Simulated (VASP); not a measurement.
The system is Mo3P5.

```
Mo P
1.0
     4.80791    0.00000    0.00000
     0.00000    4.80791    0.00000
     0.00000    0.00000    4.80791
Mo P
3 5
Direct
  0.50000 0.00000 0.00000
  0.00000 0.50000 0.00000
  0.00000 0.00000 0.50000
  0.00000 0.50000 0.50000
  0.50000 0.00000 0.50000
  0.50000 0.50000 0.00000
  0.50000 0.50000 0.50000
  0.00000 0.00000 0.00000
```

The cell was generated, and may not be a known phase.

```yaml
Program: VASP 6.6.1
Task: relaxation of cell and atoms
Functional: PBE
Potentials_or_basis: VASP PAW PBE potentials, release 64 (Mo_sv, P)
Cutoff: 600 eV
k_mesh: 4 × 4 × 4
Occupations: gaussian, width 0.1 eV
Spin: no spin polarisation
```

At the start: pressure 17.2 GPa; volume 13.89 Å³/atom.

Task: Where does the relaxation end?

Result: Over 3 steps the energy falls by 61.7 meV/atom and the volume is 15.17 Å³/atom (+9.2 %); space group Pm-3m (No. 221, to 0.1 Å) before and after.

Step by step:
| step | energy change (eV) | largest force (eV/Å) | pressure (GPa) | volume (Å³) |
| --- | --- | --- | --- | --- |
| 1 | 0.0000 | 0.0000 | 17.24 | 111.14 |
| 2 | 0.3821 | 0.0000 | -15.71 | 136.97 |
| 3 | -0.4936 | 0.0000 | -0.41 | 121.35 |

Final structure:
```
CELL_PARAMETERS angstrom
4.95081 0.00000 0.00000
0.00000 4.95081 0.00000
0.00000 0.00000 4.95081
ATOMIC_POSITIONS crystal
Mo 0.50000 0.00000 0.00000
Mo 0.00000 0.50000 0.00000
Mo 0.00000 0.00000 0.50000
P 0.00000 0.50000 0.50000
P 0.50000 0.00000 0.50000
P 0.50000 0.50000 0.00000
P 0.50000 0.50000 0.50000
P 0.00000 0.00000 0.00000
```

Caveat: an odd number of electrons without spin polarisation forces a metal; a magnetic or distorted state may lie lower.
